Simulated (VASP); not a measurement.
BAs:

```
B As
1.0
     4.89774    0.00000    0.00000
    -2.44887    4.24156    0.00000
     0.00000    0.00000    3.95158
B As
3 3
Direct
  0.50000 0.00000 0.00000
  0.50000 0.50000 0.00000
  0.00000 0.50000 0.00000
  0.00000 0.00000 0.00000
  0.33333 0.66667 0.50000
  0.66667 0.33333 0.50000
```

```yaml
Program: VASP 6.6.1
Task: relaxation of cell and atoms
Functional: PBE
Potentials_or_basis: VASP PAW PBE potentials, release 64 (B, As)
Cutoff: 600 eV
k_mesh: 12 × 12 × 10
Occupations: gaussian, width 0.1 eV
Spin: no spin polarisation
```

At the start: pressure -1.1 GPa; volume 13.68 Å³/atom.

Q: Where does the relaxation end?

A: Over 18 steps the energy falls by 181.9 meV/atom and the volume is 13.88 Å³/atom (+1.4 %); space group P6/mmm (No. 191, to 0.1 Å) before and after.

The path:
```tsv
step	energy change (eV)	largest force (eV/Å)	pressure (GPa)	volume (Å³)
1	0.0000	0.0000	-1.06	82.09
2	-0.0160	0.0000	0.20	81.01
3	-0.0202	0.0000	1.01	80.39
4	-0.0169	0.0000	2.77	79.13
5	-0.0210	0.0000	1.43	80.07
6	-0.0314	0.0000	1.26	80.24
7	-0.0367	0.0000	1.15	80.39
8	-0.0425	0.0000	1.00	80.66
9	-0.0435	0.0000	0.95	80.78
10	-0.0511	0.0000	0.81	81.00
11	-0.1065	0.0000	0.27	81.38
12	-0.3781	0.0000	-0.24	81.87
13	-1.0814	0.0000	2.12	81.72
14	-0.9211	0.0000	-6.52	90.09
15	-1.0898	0.0000	0.23	83.21
16	-1.0898	0.0000	0.32	83.13
17	-1.0853	0.0000	-0.65	83.52
18	-1.0913	0.0000	0.00	83.26
```

Final structure:
```
B As
1.0
     5.60337    0.00000    0.00000
    -2.80169    4.85266    0.00000
     0.00000    0.00000    3.06195
B As
3 3
Direct
  0.50000 0.00000 0.00000
  0.50000 0.50000 0.00000
  0.00000 0.50000 0.00000
  0.00000 0.00000 0.00000
  0.33333 0.66667 0.50000
  0.66667 0.33333 0.50000
```

Caveat: a cell axis changed by over 15 % at a fixed basis, so the end point is rough.
